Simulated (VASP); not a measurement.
Wanted: the native input for a VASP 6.6.1 run.

```
Task                   : single point
Functional             : PBE
Dispersion             : D3(BJ)
Potentials or basis    : VASP PAW PBE potentials, release 64 (W_sv, C)
Cutoff                 : 520 eV
k mesh                 : 2 × 2 × 2
Occupations            : fermi-dirac, width 0.3 eV
Spin                   : no spin polarisation
Dipole correction      : no
Further INCAR settings : LREAL = Auto; ALGO = Normal; EDIFF = 1e-06; NBANDS = 86
```

The structure of WC lies in POSCAR:

```
WC
1.0
   -2.9007650000     -5.0242720000      0.0000000000
    4.3511470000     -2.5121360000      0.0000000000
    0.0000000000      0.0000000000      5.6940560000
W C
8 8
Direct
    0.7655967224      0.4456103589      0.0017913417
    0.7240832679      0.5171729203      0.4925838453
    0.4879127367     -0.0572446323     -0.0192832666
    0.4724248431     -0.0116995702      0.4785516686
    0.2669085532      0.4523954234     -0.0118369050
    0.2342558105      0.5420228405      0.4828192768
   -0.0127748162     -0.0509191576      0.0051105925
   -0.0209009069      0.0193906068      0.4987306061
    0.4642435907      0.6484178906      0.2230747292
    0.4751209471      0.6502685876      0.7350823385
    0.2072680677      0.1222978577      0.2201418462
    0.2631782959      0.1523088945      0.7336422403
    0.0335017923      0.6271865388      0.2252700009
    0.0101724010      0.6714569158      0.7640423628
    0.7319523511      0.0921416265      0.2490491839
    0.7434827222      0.1536304470      0.7353633333
```

The input as run:

INCAR

```
SYSTEM = WC
PREC = Accurate ; ENCUT = 520
EDIFF = 1E-6 ; ISMEAR = -1
SIGMA = 0.3 ; LREAL = Auto
LASPH = .True. ; NELM = 80
ALGO = Normal ; ISIF = 2
LWAVE = .False. ; LCHARG = .False.
GGA = PE ; IVDW = 12
NBANDS = 86
```

KPOINTS

```
Automatic mesh
0
Gamma
  2 2 2
  0 0 0
```

Potentials or basis: VASP PAW PBE potentials, release 64 (W_sv, C).

Run with:

```bash
$ cat potpaw_PBE.64/W_sv/POTCAR potpaw_PBE.64/C/POTCAR > POTCAR
$ mpirun -np 1 vasp_std > vasp.out
```

Results of the run:

```json
{
 "Pressure": "15.9 GPa",
 "Largest force": "8.302 eV/Å",
 "Band gap on the k mesh": "zero (band 72 reaches 11.76 eV, above the bottom of band 73 at 11.66 eV)",
 "Dispersion energy per atom": "-0.462 eV"
}
```

Caveat: the k points lie up to 0.63 Å⁻¹ apart; spin-orbit coupling is left out, which moves the levels of the heavy elements; pairwise dispersion overbinds metals, which lowers pressure and volume; forces of over 1 eV/Å act on the atoms, so gaps and moduli don't describe the material at rest.

Run time: 6.8 min on 1 thread of AMD EPYC 7R13, with other jobs on the host, peak memory 0.28 GiB.
